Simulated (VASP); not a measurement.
# PbO (P6_3/mmc) in VASP: a series of runs

PbO is run at these levels: PBE; tasks: single point.

Everything below comes from runs of VASP 6.6.1. Logs are shortened: lines on timing, memory, paths and dates and some standing lists are left out, and cuts for length are marked.

### Step 1. The cell of the first run

Symmetry: P6_3/mmc, No. 194, hexagonal system. Conventional cell: a = 4.217 Å, b = 4.217 Å, c = 5.224 Å, α = 90.00°, β = 90.00°, γ = 120.00°. Pb (site symmetry -6m2) has 5 O at 2.43 to 2.61 Å within 3.2 Å. O (site symmetry -6m2) has 5 Pb at 2.43 to 2.61 Å within 3.2 Å.

### Step 2. Single point, PBE (volume changed by -6%)

Contents of INCAR:

```
SYSTEM = PbO
ALGO = Normal
EDIFF = 1E-6
ENCUT = 520
GGA = PE
ISIF = 2
ISMEAR = 0
LASPH = .True.
LCHARG = .False.
LREAL = .False.
LWAVE = .False.
NBANDS = 28
NELM = 60
PREC = Accurate
SIGMA = 0.01
```

Contents of KPOINTS:

```
k-points
0
Gamma
  6 6 4
  0 0 0
```

Contents of POSCAR:

```
PbO
1.0
    4.2165444140      0.0000000000      0.0000000000
   -2.1082722070      3.6516345787      0.0000000000
    0.0000000000      0.0000000000      5.2241871587
Pb O
2 2
Direct
    0.3333333333      0.6666666667      0.2500000000
    0.6666666667      0.3333333333      0.7500000000
    0.6666666667      0.3333333333      0.2500000000
    0.3333333333      0.6666666667      0.7500000000
```

Potentials or basis: VASP PAW PBE potentials, release 64 (Pb_d, O).

On the command line:

```console
cat potpaw_PBE.64/Pb_d/POTCAR potpaw_PBE.64/O/POTCAR > POTCAR
mpirun -np 1 vasp_std > vasp.out
```

OUTCAR:

```text
SYSTEM = PbO
   EDIFF = 1E-6
   ENCUT = 520
   GGA = PE
   ISIF = 2
   ISMEAR = 0
   LASPH = .True.
   LREAL = .False.
   NELM = 60
   PREC = Accurate

 ion  position               nearest neighbor table
   1  0.333  0.667  0.250-   3 2.43   3 2.43   3 2.43   4 2.61   4 2.61   2 3.57   2 3.57   2 3.57
                             2 3.57   2 3.57   2 3.57
   2  0.667  0.333  0.750-   4 2.43   4 2.43   4 2.43   3 2.61   3 2.61   1 3.57   1 3.57   1 3.57
                             1 3.57   1 3.57   1 3.57
   3  0.667  0.333  0.250-   1 2.43   1 2.43   1 2.43   2 2.61   2 2.61
   4  0.333  0.667  0.750-   2 2.43   2 2.43   2 2.43   1 2.61   1 2.61

  LATTYP: Found a hexagonal cell.
 ALAT       =     4.2165444140
 C/A-ratio  =     1.2389735873

  Lattice vectors:

 A1 = (   4.2165444140,   0.0000000000,   0.0000000000)
 A2 = (  -2.1082722070,   3.6516345787,   0.0000000000)
 A3 = (   0.0000000000,   0.0000000000,   5.2241871587)

Analysis of symmetry for initial positions (statically):
=====================================================================
 Subroutine PRICEL returns:
 Original cell was already a primitive cell.

 Routine SETGRP: Setting up the symmetry group for a
 hexagonal supercell.

 Subroutine GETGRP returns: Found 24 space group operations
 (whereof 12 operations were pure point group operations)
 out of a pool of 24 trial point group operations.

The static configuration has the point symmetry D_3d.
 The point group associated with its full space group is D_6h.

Analysis of symmetry for dynamics (positions and initial velocities):
=====================================================================
 Subroutine PRICEL returns:
 Original cell was already a primitive cell.

 Routine SETGRP: Setting up the symmetry group for a
 hexagonal supercell.

 Subroutine GETGRP returns: Found 24 space group operations
 (whereof 12 operations were pure point group operations)
 out of a pool of 24 trial point group operations.

The dynamic configuration has the point symmetry D_3d.
 The point group associated with its full space group is D_6h.

 Subroutine INISYM returns: Found 24 space group operations
 (whereof 12 operations are pure point group operations),
 and found     1 'primitive' translations

----------------------------------------------------------------------------------------

                                     Primitive cell

  volume of cell :      80.4383

  direct lattice vectors                    reciprocal lattice vectors
     4.216544414  0.000000000  0.000000000     0.237161026  0.136924982  0.000000000
    -2.108272207  3.651634579  0.000000000     0.000000000  0.273849965  0.000000000
     0.000000000  0.000000000  5.224187159     0.000000000  0.000000000  0.191417338

  length of vectors
     4.216544414  4.216544414  5.224187159     0.273849965  0.273849965  0.191417338

  position of ions in fractional coordinates (direct lattice)
     0.333333333  0.666666667  0.250000000
     0.666666667  0.333333333  0.750000000
     0.666666667  0.333333333  0.250000000
     0.333333333  0.666666667  0.750000000

  ion indices of the primitive-cell ions
   primitive index   ion index
                 1           1
                 2           2
                 3           3
                 4           4

----------------------------------------------------------------------------------------

 KPOINTS: k-points

Automatic generation of k-mesh.
 Grid dimensions read from file:
 generate k-points for:    6    6    4

 Generating k-lattice:

  Cartesian coordinates                     Fractional coordinates (reciprocal lattice)
     0.039526838  0.022820830  0.000000000     0.166666667 -0.000000000  0.000000000
     0.000000000  0.045641661  0.000000000     0.000000000  0.166666667  0.000000000
     0.000000000  0.000000000  0.047854335     0.000000000  0.000000000  0.250000000

  Length of vectors
     0.045641661  0.045641661  0.047854335

  Shift w.r.t. Gamma in fractional coordinates (k-lattice)
     0.000000000  0.000000000  0.000000000

 Subroutine IBZKPT returns following result:
 ===========================================

 Found     21 irreducible k-points:

 Following reciprocal coordinates:
            Coordinates               Weight
  0.000000  0.000000  0.000000      1.000000
  0.166667  0.000000  0.000000      6.000000
  0.333333  0.000000  0.000000      6.000000
  0.500000 -0.000000  0.000000      3.000000
  0.166667  0.166667  0.000000      6.000000
  0.333333  0.166667  0.000000     12.000000
[... 13 lines left out ...]
  0.333333  0.166667  0.500000     12.000000
  0.333333  0.333333  0.500000      2.000000
   k-points           NKPTS =     21   k-points in BZ     NKDIM =     21   number of bands    NBANDS=     28
   number of dos      NEDOS =    301   number of ions     NIONS =      4
   total plane-waves  NPLWV =  40960
   dimension x,y,z NGX =    32 NGY =   32 NGZ =   40
   dimension x,y,z NGXF=    64 NGYF=   64 NGZF=   80
   ions per type =               2   2
   NGX,Y,Z   is equivalent  to a cutoff of  12.62, 12.62, 12.73 a.u.
   NGXF,Y,Z  is equivalent  to a cutoff of  25.23, 25.23, 25.46 a.u.
 SYSTEM =  PbO
   PREC   = accura    normal or accurate (medium, high low for compatibility)
   ISTART =      0    job   : 0-new  1-cont  2-samecut
   ICHARG =      2    charge: 1-file 2-atom 10-const
   ISPIN  =      1    spin polarized calculation?
   LNONCOLLINEAR =      F non collinear calculations
   LSORBIT =      F    spin-orbit coupling
   LASPH  =      T    aspherical Exc in radial PAW
   ENCUT  =  520.0 eV  38.22 Ry    6.18 a.u.   7.84  7.84  9.71*2*pi/ulx,y,z
   NELM   =     60;   NELMIN=  2; NELMDL= -5     # of ELM steps
   EDIFF  = 0.1E-05   stopping-criterion for ELM
   LREAL  =      F    real-space projection
   EDIFFG = 0.1E-04   stopping-criterion for IOM
   NSW    =      0    number of steps for IOM
   IBRION =     -1    ionic relax: 0-MD 1-quasi-New 2-CG
   NFREE  =      0    steps in history (QN), initial steepest desc. (CG)
   ISIF   =      2    stress and relaxation
   ISYM   =      2    0-nonsym 1-usesym 2-fastsym
   POTIM  = 0.5000    time-step for ionic-motion
   TEBEG  =    0.0;   TEEND  =   0.0 temperature during run
   PSTRESS=    0.0 pullay stress
   NELECT =      40.0000    total number of electrons
   NUPDOWN=      -1.0000    fix difference up-down
   EMIN   =  10.00;   EMAX   =-10.00  energy-range for DOS
   EFERMI =   0.00;   METHOD = LEGACY
   ISMEAR =     0;   SIGMA  =   0.01  broadening in eV -4-tet -1-fermi 0-gaus
   EFERMI_NEDOS =   21; number of points for ismear=-14 and -15
   IALGO  =     38    algorithm
   IMIX   =      4    mixing-type and parameters
     AMIX     =   0.40;   BMIX     =  1.00
     AMIX_MAG =   1.60;   BMIX_MAG =  1.00
  volume/ion in A,a.u.               =      20.11       135.71
  Fermi-wavevector in a.u.,A,eV,Ry     =   1.297002  2.450978 22.887908  1.682214
  Thomas-Fermi vector in A             =   2.428422
   LORBIT       =      0    0 simple, 1 ext, 2 COOP (PROOUT), +10 PAW based schemes
   GGA     = PE    functional components
   LHFCALC =     F    Hartree Fock is set to
   AEXX    =    0.0000 exact exchange contribution
   IVDW    =     0    specifies the selected vdW correction
   LEPSILON=     F    determine dielectric tensor
   LRPA    =     F    only Hartree local field effects (RPA)
 non-spin polarized calculation
 Gauss-broadening in eV      SIGMA  =   0.01
  energy-cutoff  :      520.00
  volume of cell :       80.44
 maximum number of plane-waves:      2180
 NGX is ok and might be reduce to    32
   NGX = 15   NGY = 15   NGZ = 19

 number of electron      40.0000001 magnetization

 Free energy of the ion-electron system (eV)
  ---------------------------------------------------
  ext. energy  EPLUGINS =         0.00000000
  ---------------------------------------------------
  free energy    TOTEN  =       -20.70398691 eV

  energy without entropy =      -20.70398691  energy(sigma->0) =      -20.70398691

 E-fermi :   5.8212     XC(G=0):  -9.7738

 val. band max:        5.7077258563   @ k =   0.3333   0.3333   0.5000
 cond. band min:       6.9515824317   @ k =   0.3333   0.3333   0.5000
 fundamental gap:      1.2438565754
 Fermi energy:         5.8212449466

 k-point     1 :       0.0000    0.0000    0.0000
  band No.  band energies     occupation
      1     -12.5715      2.00000
      2     -12.4286      2.00000
      3     -10.9122      2.00000
      4     -10.9122      2.00000
      5     -10.8544      2.00000
      6     -10.8544      2.00000
[... 20 lines left out ...]
     27      14.0088      0.00000
     28      15.8939      0.00000

 k-point     2 :       0.1667    0.0000    0.0000
  band No.  band energies     occupation
      1     -12.5518      2.00000
      2     -12.4206      2.00000
      3     -10.9229      2.00000
      4     -10.9124      2.00000
      5     -10.8428      2.00000
      6     -10.8320      2.00000
[... 20 lines left out ...]
     27      14.3752      0.00000
     28      15.5934      0.00000

 k-point     3 :       0.3333    0.0000    0.0000
  band No.  band energies     occupation
      1     -12.5108      2.00000
      2     -12.4194      2.00000
      3     -10.9420      2.00000
      4     -10.9130      2.00000
      5     -10.8142      2.00000
      6     -10.7911      2.00000
[... 20 lines left out ...]
     27      14.6164      0.00000
     28      15.1467      0.00000

 k-point     4 :       0.5000   -0.0000    0.0000
  band No.  band energies     occupation
      1     -12.4857      2.00000
      2     -12.4294      2.00000
      3     -10.9508      2.00000
      4     -10.9133      2.00000
      5     -10.7990      2.00000
      6     -10.7790      2.00000
[... 485 lines left out ...]
     27      15.3090      0.00000
     28      15.3090      0.00000

 k-point    20 :       0.3333    0.1667    0.5000
  band No.  band energies     occupation
      1     -12.2687      2.00000
      2     -12.2687      2.00000
      3     -10.9058      2.00000
      4     -10.9058      2.00000
      5     -10.8566      2.00000
      6     -10.8566      2.00000
[... 20 lines left out ...]
     27      15.8912      0.00000
     28      15.8912      0.00000

 k-point    21 :       0.3333    0.3333    0.5000
  band No.  band energies     occupation
      1     -12.2619      2.00000
      2     -12.2619      2.00000
      3     -10.9142      2.00000
      4     -10.9142      2.00000
      5     -10.8484      2.00000
      6     -10.8484      2.00000
[... 20 lines left out ...]
     27      16.4888      0.00000
     28      16.4888      0.00000

------------------------ aborting loop because EDIFF is reached ----------------------------------------

  FORCE on cell =-STRESS in cart. coord.  units (eV):
  Direction    XX          YY          ZZ          XY          YZ          ZX
  --------------------------------------------------------------------------------------
  -------------------------------------------------------------------------------------
  Total        2.5094035      2.5094035      2.5391793      0.0000000     -0.0000000      0.0000000
  in kB       49.9825457     49.9825457     50.5756220      0.0000000     -0.0000000      0.0000000
  external PRESSURE =      50.1802378 kB  Pullay stress =       0.0000000 kB

 VOLUME and BASIS-vectors are now :
 -----------------------------------------------------------------------------
  energy-cutoff  :      520.00
  volume of cell :       80.44
      direct lattice vectors                 reciprocal lattice vectors
     4.216544414  0.000000000  0.000000000     0.237161026  0.136924982  0.000000000
    -2.108272207  3.651634579  0.000000000     0.000000000  0.273849965  0.000000000
     0.000000000  0.000000000  5.224187159     0.000000000  0.000000000  0.191417338

 POSITION                                       TOTAL-FORCE (eV/Angst)
 -----------------------------------------------------------------------------------
     -0.00000      2.43442      1.30605        -0.000000     -0.000000      0.000000
      2.10827      1.21721      3.91814         0.000000      0.000000      0.000000
      2.10827      1.21721      1.30605         0.000000     -0.000000      0.000000
     -0.00000      2.43442      3.91814         0.000000      0.000000     -0.000000
 -----------------------------------------------------------------------------------
    total drift:                                0.000000      0.000000      0.000000

  FREE ENERGIE OF THE ION-ELECTRON SYSTEM (eV)
  ---------------------------------------------------
  free  energy   TOTEN  =       -20.7039869136 eV

  energy  without entropy=      -20.7039869136  energy(sigma->0) =      -20.70398691
```

It took 18 s on 1 thread of Intel Xeon 6975P-C (Granite Rapids), shared host; peak memory 0.2 GiB.

What came out:

```yaml
Free_energy: -20.7040 eV
Pressure: 5.0 GPa
Band_gap_on_the_k_mesh: 1.24 eV, direct
```

Caveat: the cell differs from its parent crystal (volume changed by -6%); spin-orbit coupling is left out, which moves the levels of the heavy elements.

### Step 3. Single point, PBE (volume changed by -3%)

Contents of INCAR:

```
  ALGO = Normal
  EDIFF = 1E-6
  ENCUT = 520
  GGA = PE
  ISIF = 2
  ISMEAR = 0
  LASPH = T
  LCHARG = F
  LREAL = F
  LWAVE = F
  NBANDS = 28
  NELM = 80
  PREC = Accurate
  SIGMA = 0.01
```

Contents of KPOINTS:

```
k-points
0
Gamma
  6 6 4
```

Contents of POSCAR:

```
PbO
1.0
    4.2609323539      0.0000000000      0.0000000000
   -2.1304661770      3.6900756623      0.0000000000
    0.0000000000      0.0000000000      5.2791826439
Pb O
2 2
Direct
    0.3333333333      0.6666666667      0.2500000000
    0.6666666667      0.3333333333      0.7500000000
    0.6666666667      0.3333333333      0.2500000000
    0.3333333333      0.6666666667      0.7500000000
```

Potentials or basis: VASP PAW PBE potentials, release 64 (Pb_d, O).

On the command line:

```console
cat potpaw_PBE.64/Pb_d/POTCAR potpaw_PBE.64/O/POTCAR > POTCAR
mpirun -np 1 vasp_std > vasp.out
```

It took 17 s on 1 thread of Intel Xeon 6975P-C (Granite Rapids), shared host; peak memory 0.2 GiB.

The run converged. Its results:

```
Free energy            : -20.7645 eV
Pressure               : 2.3 GPa
Band gap on the k mesh : 1.28 eV, direct
```

Stress tensor (GPa, compression positive):
```
2.27 0.00 0.00
0.00 2.27 0.00
0.00 0.00 2.38
```

Levels at points of the mesh, in eV from the valence-band top:
```csv
k point,band 17,band 18,band 19,band 20,band 21,band 22,band 23,band 24
"(0.00, 0.00, 0.00)",-3.37,-2.53,-2.52,-2.52,3.88,4.14,4.14,4.80
"(0.50, 0.00, 0.00)",-3.27,-2.95,-1.78,-1.30,1.84,3.94,4.51,4.65
"(0.00, 0.00, 0.50)",-2.89,-2.89,-1.50,-1.50,3.23,3.23,4.11,4.11
"(0.50, 0.00, 0.50)",-2.62,-2.62,-0.71,-0.71,1.39,1.39,4.22,4.22
```

Caveat: the cell differs from its parent crystal (volume changed by -3%); spin-orbit coupling is left out, which moves the levels of the heavy elements. A k mesh can miss the band edges.

### Step 4. Single point, PBE

This run uses another cell than the first one, of 21.39 Å³/atom, 1.064 times its volume.

Contents of INCAR:

```
SYSTEM = PbO
ALGO     = Normal         ! electronic algorithm
EDIFF    = 1E-6           ! SCF threshold, eV
ENCUT    = 520            ! plane-wave cutoff, eV
GGA      = PE             ! functional
ISIF     = 2              ! what is computed and relaxed
ISMEAR   = 0              ! smearing method
LASPH    = .TRUE.         ! aspherical terms in the spheres
LCHARG   = .TRUE.         ! write CHGCAR
LELF     = .TRUE.         ! ELF
LREAL    = .FALSE.        ! projectors in reciprocal space
LVHAR    = .TRUE.       
LWAVE    = .FALSE.        ! write WAVECAR
NBANDS   = 28             ! bands
NELM     = 60             ! most SCF steps
PREC     = Accurate       ! precision mode
SIGMA    = 0.01           ! smearing width, eV
```

Contents of KPOINTS:

```
k-points
0
G
  6 6 4
  0 0 0
```

Contents of POSCAR:

```
PbO
1.0
    4.3044142587      0.0000000000      0.0000000000
   -2.1522071294      3.7277320964      0.0000000000
    0.0000000000      0.0000000000      5.3330555754
Pb O
2 2
Direct
    0.3333333333      0.6666666667      0.2500000000
    0.6666666667      0.3333333333      0.7500000000
    0.6666666667      0.3333333333      0.2500000000
    0.3333333333      0.6666666667      0.7500000000
```

On the command line:

```console
cat potpaw_PBE.64/Pb_d/POTCAR potpaw_PBE.64/O/POTCAR > POTCAR
mpirun -np 1 vasp_std > vasp.out
```

Wall time 17 s (1 thread of Intel Xeon 6975P-C (Granite Rapids), shared host); peak memory 0.21 GiB.

Results (log left out):

| Quantity | Value |
| --- | --- |
| Free energy | -20.7847 eV |
| Pressure | 0.0 GPa |
| Band gap on the k mesh | 1.31 eV, direct |

Stress tensor (GPa, compression positive):
```
-0.05  0.00  0.00
 0.00 -0.05  0.00
 0.00  0.00  0.12
```

Levels at points of the mesh, in eV from the valence-band top:
```tsv
k point	band 16	band 17	band 18	band 19	band 20	band 21	band 22	band 23	band 24	band 25
(0.00, 0.00, 0.00)	-3.18	-3.18	-2.36	-2.36	-2.34	3.87	4.13	4.13	4.74	4.74
(0.50, 0.00, 0.00)	-3.93	-3.07	-2.77	-1.72	-1.22	1.89	3.89	4.52	4.61	4.95
(0.00, 0.00, 0.50)	-2.72	-2.72	-2.72	-1.42	-1.42	3.20	3.20	4.10	4.10	4.10
(0.50, 0.00, 0.50)	-3.36	-2.45	-2.45	-0.68	-0.68	1.42	1.42	4.22	4.22	5.22
```

Caveat: spin-orbit coupling is left out, which moves the levels of the heavy elements.

### Step 5. Single point, PBE (volume changed by +3%)

Contents of INCAR:

```
  ALGO = Normal
  EDIFF = 1E-7
  ENCUT = 520
  GGA = PE
  ISIF = 2
  ISMEAR = 0
  LASPH = True
  LCHARG = False
  LREAL = False
  LWAVE = False
  NBANDS = 28
  NELM = 100
  PREC = Accurate
  SIGMA = 0.01
```

Contents of KPOINTS:

```
k-points
0
Gamma
  6 6 4
```

Contents of POSCAR:

```
PbO
1.0
    4.3470349935      0.0000000000      0.0000000000
   -2.1735174968      3.7646427355      0.0000000000
    0.0000000000      0.0000000000      5.3858615401
Pb O
2 2
Direct
    0.3333333333      0.6666666667      0.2500000000
    0.6666666667      0.3333333333      0.7500000000
    0.6666666667      0.3333333333      0.2500000000
    0.3333333333      0.6666666667      0.7500000000
```

On the command line:

```console
cat potpaw_PBE.64/Pb_d/POTCAR potpaw_PBE.64/O/POTCAR > POTCAR
mpirun -np 1 vasp_std > vasp.out
```

It took 19 s on 1 thread of Intel Xeon 6975P-C (Granite Rapids), shared host; peak memory 0.2 GiB.

It converged, with:

```yaml
Free_energy: -20.7708 eV
Pressure: -2.0 GPa
Band_gap_on_the_k_mesh: 1.33 eV, direct
```

Stress tensor (GPa, compression positive):
```
-2.04  0.00  0.00
 0.00 -2.04  0.00
 0.00  0.00 -1.81
```

Levels at points of the mesh, in eV from the valence-band top:
| k point | band 18 | band 19 | band 20 | band 21 | band 22 | band 23 |
| --- | --- | --- | --- | --- | --- | --- |
| (0.00, 0.00, 0.00) | -2.21 | -2.21 | -2.17 | 3.86 | 4.11 | 4.11 |
| (0.50, 0.00, 0.00) | -2.60 | -1.66 | -1.14 | 1.94 | 3.84 | 4.52 |
| (0.00, 0.00, 0.50) | -2.56 | -1.35 | -1.35 | 3.17 | 3.17 | 4.09 |
| (0.50, 0.00, 0.50) | -2.30 | -0.64 | -0.64 | 1.45 | 1.45 | 4.21 |

Caveat: the cell differs from its parent crystal (volume changed by +3%); spin-orbit coupling is left out, which moves the levels of the heavy elements.

(Continued in part 2 of 2.)
